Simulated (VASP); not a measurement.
Te3P, 4 atoms in the cell. Symmetry: P4/mmm, No. 123, tetragonal system. The conventional cell has a = 5.220 Å, b = 5.220 Å, c = 3.691 Å, α = 90.00°, β = 90.00°, γ = 90.00°. Within 4.2 Å of Te (site symmetry mmm) lie 10 Te at 3.20 to 3.69 Å and 4 P at 3.20 Å. Te (site symmetry 4/mmm) has 10 Te at 3.20 to 3.69 Å and 4 P at 3.69 Å within 4.2 Å. Within 4.2 Å of P (site symmetry 4/mmm) lie 12 Te at 3.20 to 3.69 Å and 2 P at 3.69 Å. 

- Program: VASP 6.6.1
- Task: single point
- Functional: PBE
- Potentials or basis: VASP PAW PBE potentials, release 64 (Te, P)
- Cutoff: 520 eV
- k mesh: 10 × 10 × 12
- Occupations: gaussian, width 0.1 eV
- Spin: no spin polarisation
- Dipole correction: no
- Further INCAR settings: ALGO = Normal; EDIFF = 1e-06; NBANDS = 20

Potentials or basis: VASP PAW PBE potentials, release 64 (Te, P).

The run is started by

```bash
$ cat potpaw_PBE.64/Te/POTCAR potpaw_PBE.64/P/POTCAR > POTCAR
$ mpirun -np 1 vasp_std > vasp.out
```

Hardware: 1 thread of Intel(R) Xeon(R) 6975P-C (Granite Rapids), with other jobs on the host.

Task: Estimate the wall time of this run.

Result: It took 92 s on 1 thread of Intel(R) Xeon(R) 6975P-C (Granite Rapids), on a shared host, peak memory 0.38 GiB. Counts: scf iterations 13, k points 147.
